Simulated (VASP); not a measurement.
Write the native input for VASP 6.6.1 that does the following.

| Property | Result |
| --- | --- |
| Task | single point |
| Functional | LDA |
| Potentials or basis | VASP PAW LDA potentials, release 64 (Sb) |
| Cutoff | 520 eV |
| k mesh | 7 × 7 × 4 |
| Occupations | methfessel-paxton, width 0.1 eV |
| Spin | no spin polarisation |
| Dipole correction | no |
| Further INCAR settings | ALGO = Normal; EDIFF = 1e-06; NBANDS = 12 |

The structure of Sb lies in POSCAR:

```
Sb
1.0
    3.3545324186      0.0000000000      0.0000000000
   -1.6772662093      2.9051102923      0.0000000000
    0.0000000000      0.0000000000      5.4701606500
Sb
2
Direct
    0.6781860000      0.3344730000      0.7515460000
    0.3209610000      0.6625660000      0.2556060000
```

One way to write it, as run:

INCAR

```
  PREC = Accurate
  ENCUT = 520
  EDIFF = 1E-6
  ISMEAR = 1
  SIGMA = 0.1
  LREAL = F
  LASPH = T
  NELM = 80
  ALGO = Normal
  ISIF = 2
  LWAVE = F
  LCHARG = F
  GGA = CA
  NBANDS = 12
```

KPOINTS

```
regular mesh
0
Gamma
  7 7 4
```

Potentials or basis: VASP PAW LDA potentials, release 64 (Sb).

Launch:

```sh
$ cat potpaw_LDA.64/Sb/POTCAR > POTCAR
$ mpirun -np 1 vasp_std > vasp.out
```

Results of the run:

```yaml
Pressure: -2.4 GPa
Largest_force: 0.091 eV/Å
Band_gap_on_the_k_mesh: zero (band 5 reaches 12.83 eV, above the bottom of band 6 at 5.92 eV)
```

Caveat: spin-orbit coupling is left out, which moves the levels of the heavy elements.

Run time: 27 s on 1 thread of Intel(R) Xeon(R) 6975P-C (Granite Rapids), on a shared host, peak memory 0.18 GiB.
